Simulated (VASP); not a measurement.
Write the native input for VASP 6.6.1 that does the following.

```
Task                   : single point
Functional             : PBE
Potentials or basis    : VASP PAW PBE potentials, release 64 (Zn, Se, S)
Cutoff                 : 520 eV
k mesh                 : 12 × 12 × 10
Occupations            : gaussian, width 0.1 eV
Spin                   : no spin polarisation
Dipole correction      : no
Further INCAR settings : ALGO = Normal; EDIFF = 1e-06; NBANDS = 19
```

The structure of ZnSeS lies in POSCAR:

```
ZnSeS
1.0
    3.6849145087      0.0000000000      0.0000000000
    0.0000000000      3.6849145087      0.0000000000
    0.0000000000      0.0000000000      4.9626759883
Zn Se S
1 1 1
Direct
    0.0000000000      0.0000000000      0.0000000000
    0.5000000000      0.5000000000      0.0000000000
    0.5000000000      0.5000000000      0.5000000000
```

The cell was built from a structure type or drawn by symmetry, and may not be a known phase.

These files were run (other wordings do the same):

INCAR

```
SYSTEM = ZnSeS
PREC = Accurate
ENCUT = 520
EDIFF = 1E-6
ISMEAR = 0
SIGMA = 0.1
LREAL = .False.
LASPH = .True.
NELM = 100
ALGO = Normal
ISIF = 2
LWAVE = .False.
LCHARG = .True.
GGA = PE
LELF = .True.
LVHAR = .True.
NBANDS = 19
```

KPOINTS

```
regular mesh
0
Gamma
  12 12 10
  0 0 0
```

Potentials or basis: VASP PAW PBE potentials, release 64 (Zn, Se, S).

The run is started by

```bash
$ cat potpaw_PBE.64/Zn/POTCAR potpaw_PBE.64/Se/POTCAR potpaw_PBE.64/S/POTCAR > POTCAR
$ mpirun -np 1 vasp_std > vasp.out
```

Results of the run:

* Pressure: 0.1 GPa
* Band gap on the k mesh: zero (bands 12 and 13 overlap by 2.85 eV)

Run time: 66 s on 1 thread of Intel(R) Xeon(R) 6975P-C (Granite Rapids) (shared host), peak memory 0.35 GiB.
